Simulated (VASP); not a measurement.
# TiSi (Cmmm) in VASP: single point with LDA

Aim: the single point of TiSi with LDA.

Program: VASP 6.6.1. These are calculated values, not measurements. Logs are shortened: lines on timing, memory, paths and dates and some standing lists are left out, and cuts for length are marked.

## Step 1: The cell of the first run

Symmetry: Cmmm, No. 65, orthorhombic system. The conventional cell has a = 3.632 Å, b = 4.235 Å, c = 3.804 Å, α = 90.00°, β = 90.00°, γ = 90.00°. Ti (site symmetry mmm) has 8 Si at 2.63 to 2.85 Å and 4 Ti at 2.79 Å within 3.5 Å. Si (site symmetry mmm) has 8 Ti at 2.63 to 2.85 Å and 4 Si at 2.79 Å within 3.5 Å.

## Step 2: Single point, LDA

INCAR

```
SYSTEM = TiSi
  ALGO = Normal
  EDIFF = 1E-6
  ENCUT = 500
  GGA = CA
  GGA_COMPAT = .False.
  ISIF = 2
  ISMEAR = 1
  LASPH = .True.
  LCHARG = .False.
  LREAL = .False.
  LWAVE = .False.
  NBANDS = 15
  NELM = 120
  PREC = Accurate
  SIGMA = 0.1
```

KPOINTS

```
k-points
0
Gamma
  5 5 4
  0 0 0
```

POSCAR

```
TiSi
1.0
    1.8161780000     -2.1176240000      0.0000000000
    1.8161780000      2.1176240000      0.0000000000
    0.0000000000      0.0000000000      3.8039340000
Ti Si
1 1
Direct
    0.5000000000      0.5000000000      0.0000000000
    0.0000000000      0.0000000000      0.5000000000
```

Potentials or basis: VASP PAW LDA potentials, release 64 (Ti_sv, Si).

Command:

```console
> cat potpaw_LDA.64/Ti_sv/POTCAR potpaw_LDA.64/Si/POTCAR > POTCAR
> mpirun -np 1 vasp_std > vasp.out
```

OUTCAR:

```text
SYSTEM = TiSi
   EDIFF = 1E-6
   ENCUT = 500
   GGA = CA
   ISIF = 2
   ISMEAR = 1
   LASPH = .True.
   LREAL = .False.
   NELM = 120
   PREC = Accurate

 ion  position               nearest neighbor table
   1  0.500  0.500  0.000-   2 2.63   2 2.63   2 2.63   2 2.63   2 2.85   2 2.85   2 2.85   2 2.85

   2  0.000  0.000  0.500-   1 2.63   1 2.63   1 2.63   1 2.63   1 2.85   1 2.85   1 2.85   1 2.85

  LATTYP: Found a base centered orthorhombic cell.
 ALAT       =     3.6323560000
 B/A-ratio  =     1.1659782246
 C/A-ratio  =     1.0472360088

  Lattice vectors:

 A1 = (   1.8161780000,  -2.1176240000,   0.0000000000)
 A2 = (   1.8161780000,   2.1176240000,   0.0000000000)
 A3 = (   0.0000000000,   0.0000000000,   3.8039340000)

Analysis of symmetry for initial positions (statically):
=====================================================================
 Subroutine PRICEL returns:
 Original cell was already a primitive cell.

 Routine SETGRP: Setting up the symmetry group for a
 base centered orthorhombic supercell.

 Subroutine GETGRP returns: Found  8 space group operations
 (whereof  8 operations were pure point group operations)
 out of a pool of  8 trial point group operations.

The static configuration has the point symmetry D_2h.

Analysis of symmetry for dynamics (positions and initial velocities):
=====================================================================
 Subroutine PRICEL returns:
 Original cell was already a primitive cell.

 Routine SETGRP: Setting up the symmetry group for a
 base centered orthorhombic supercell.

 Subroutine GETGRP returns: Found  8 space group operations
 (whereof  8 operations were pure point group operations)
 out of a pool of  8 trial point group operations.

The dynamic configuration has the point symmetry D_2h.

 Subroutine INISYM returns: Found  8 space group operations
 (whereof  8 operations are pure point group operations),
 and found     1 'primitive' translations

----------------------------------------------------------------------------------------

                                     Primitive cell

  volume of cell :      29.2597

  direct lattice vectors                    reciprocal lattice vectors
     1.816178000 -2.117624000  0.000000000     0.275303412 -0.236113682  0.000000000
     1.816178000  2.117624000  0.000000000     0.275303412  0.236113682  0.000000000
     0.000000000  0.000000000  3.803934000     0.000000000  0.000000000  0.262885739

  length of vectors
[... 92 lines left out ...]
   PSTRESS=    0.0 pullay stress
   NELECT =      16.0000    total number of electrons
   NUPDOWN=      -1.0000    fix difference up-down
   EMIN   =  10.00;   EMAX   =-10.00  energy-range for DOS
   EFERMI =   0.00;   METHOD = LEGACY
   ISMEAR =     1;   SIGMA  =   0.10  broadening in eV -4-tet -1-fermi 0-gaus
   EFERMI_NEDOS =   21; number of points for ismear=-14 and -15
   IALGO  =     38    algorithm
   IMIX   =      4    mixing-type and parameters
     AMIX     =   0.40;   BMIX     =  1.00
     AMIX_MAG =   1.60;   BMIX_MAG =  1.00
  volume/ion in A,a.u.               =      14.63        98.73
  Fermi-wavevector in a.u.,A,eV,Ry     =   1.338725  2.529824 24.384157  1.792185
  Thomas-Fermi vector in A             =   2.467173
   LORBIT       =      0    0 simple, 1 ext, 2 COOP (PROOUT), +10 PAW based schemes
   GGA     = CA    functional components
   LHFCALC =     F    Hartree Fock is set to
   AEXX    =    0.0000 exact exchange contribution
   IVDW    =     0    specifies the selected vdW correction
   LEPSILON=     F    determine dielectric tensor
   LRPA    =     F    only Hartree local field effects (RPA)
 non-spin polarized calculation
 Methfessel and Paxton  Order N= 1 SIGMA  =   0.10
  energy-cutoff  :      500.00
  volume of cell :       29.26
 maximum number of plane-waves:       760
   NGX = 11   NGY = 11   NGZ = 13

 number of electron      16.0000007 magnetization

 Free energy of the ion-electron system (eV)
  ---------------------------------------------------
  ext. energy  EPLUGINS =         0.00000000
  ---------------------------------------------------
  free energy    TOTEN  =       -15.65711832 eV

  energy without entropy =      -15.65294683  energy(sigma->0) =      -15.65572782

 E-fermi :   9.8411     XC(G=0): -11.9280

 val. band max:        9.8397183298   @ k =  -0.4000   0.2000   0.2500
 cond. band min:       9.8693354389   @ k =  -0.4000   0.4000   0.2500
 fundamental gap:      0.0296171090
 Fermi energy:         9.8410765129

 k-point     1 :       0.0000    0.0000    0.0000
  band No.  band energies     occupation
      1     -46.0766      2.00000
      2     -22.8592      2.00000
      3     -22.4345      2.00000
      4     -22.3640      2.00000
      5      -1.6623      2.00000
      6       7.5643      2.00000
      7       8.3711      2.00000
      8       8.8140      2.00000
      9      11.5918     -0.00000
     10      12.2114      0.00000
     11      12.7730      0.00000
     12      15.1177      0.00000
     13      15.9110      0.00000
     14      16.2862      0.00000
[... 401 lines left out ...]
      2     -22.8756      2.00000
      3     -22.8038      2.00000
      4     -22.5389      2.00000
      5       2.1070      2.00000
      6       6.3810      2.00000
      7       6.4823      2.00000
      8       9.5932      2.00255
      9      11.4478     -0.00000
     10      11.4662     -0.00000
     11      12.1382      0.00000
     12      12.6104      0.00000
     13      15.1489      0.00000
     14      16.3939      0.00000
     15      18.9279      0.00000

 [... further k-points ...]

------------------------ aborting loop because EDIFF is reached ----------------------------------------

  FORCE on cell =-STRESS in cart. coord.  units (eV):
  Direction    XX          YY          ZZ          XY          YZ          ZX
  --------------------------------------------------------------------------------------
  -------------------------------------------------------------------------------------
  Total       -0.9382075     -1.5299171     -1.8475967     -0.0000000      0.0000000      0.0000000
  in kB      -51.3735127    -83.7738044   -101.1690177     -0.0000000      0.0000000      0.0000000
  external PRESSURE =     -78.7721116 kB  Pullay stress =       0.0000000 kB

 VOLUME and BASIS-vectors are now :
 -----------------------------------------------------------------------------
  energy-cutoff  :      500.00
  volume of cell :       29.26
      direct lattice vectors                 reciprocal lattice vectors
     1.816178000 -2.117624000  0.000000000     0.275303412 -0.236113682  0.000000000
     1.816178000  2.117624000  0.000000000     0.275303412  0.236113682  0.000000000
     0.000000000  0.000000000  3.803934000     0.000000000  0.000000000  0.262885739

 POSITION                                       TOTAL-FORCE (eV/Angst)
 -----------------------------------------------------------------------------------
      1.81618      0.00000      0.00000         0.000000     -0.000000      0.000000
      0.00000      0.00000      1.90197        -0.000000      0.000000      0.000000
 -----------------------------------------------------------------------------------
    total drift:                                0.000000      0.000000     -0.000000

  FREE ENERGIE OF THE ION-ELECTRON SYSTEM (eV)
  ---------------------------------------------------
  free  energy   TOTEN  =       -15.6571183179 eV

  energy  without entropy=      -15.6529468319  energy(sigma->0) =      -15.65572782
```

OSZICAR:

```text
N       E                     dE             d eps       ncg     rms          rms(c)
DAV:   1     0.118318790087E+03    0.11832E+03   -0.78591E+03   810   0.116E+03
DAV:   2    -0.725900413976E+01   -0.12558E+03   -0.12075E+03   859   0.318E+02
DAV:   3    -0.169110839345E+02   -0.96521E+01   -0.94203E+01  1472   0.742E+01
DAV:   4    -0.172947087742E+02   -0.38362E+00   -0.38340E+00   891   0.124E+01
DAV:   5    -0.173034822034E+02   -0.87734E-02   -0.87726E-02  1103   0.185E+00    0.112E+01
DAV:   6    -0.159271923409E+02    0.13763E+01   -0.46069E+00   975   0.303E+01    0.408E+00
DAV:   7    -0.156862247368E+02    0.24097E+00   -0.67986E-01   915   0.109E+01    0.276E+00
DAV:   8    -0.156703647508E+02    0.15860E-01   -0.14357E-01   929   0.447E+00    0.981E-01
DAV:   9    -0.156580247560E+02    0.12340E-01   -0.38089E-02   957   0.298E+00    0.311E-01
DAV:  10    -0.156572015919E+02    0.82316E-03   -0.29664E-03   962   0.580E-01    0.147E-01
DAV:  11    -0.156571404115E+02    0.61180E-04   -0.56922E-04   986   0.207E-01    0.849E-02
DAV:  12    -0.156571199979E+02    0.20414E-04   -0.69539E-05   980   0.972E-02    0.138E-02
DAV:  13    -0.156571186117E+02    0.13862E-05   -0.37427E-06   880   0.181E-02    0.422E-03
DAV:  14    -0.156571183179E+02    0.29374E-06   -0.23455E-07   545   0.525E-03
   1 F= -.15657118E+02 E0= -.15655728E+02  d E =-.417149E-02
```

stdout:

```text
POSCAR found type information on POSCAR TiSi
 POSCAR found :  2 types and       2 ions
 scaLAPACK will be used
 LDA part: xc-table for (Slater(with rela. corr.)+CA(PZ))
 , standard interpolation
 POSCAR, INCAR and KPOINTS ok, starting setup
 FFT: planning ... GRIDC
 FFT: planning ... GRID_SOFT
 FFT: planning ... GRID
 WAVECAR not read
 entering main loop
```

It took 6.7 s on 1 thread of Intel Xeon Platinum 8375C at 2.90GHz (Ice Lake), shared host; peak memory 0.13 GiB.

Results:

```
Free energy            : -15.6571 eV
Pressure               : -7.9 GPa
Band gap on the k mesh : zero (band 8 reaches 10.50 eV, above the bottom of band 9 at 9.34 eV)
```

Caveat: the k points lie up to 0.46 Å⁻¹ apart.
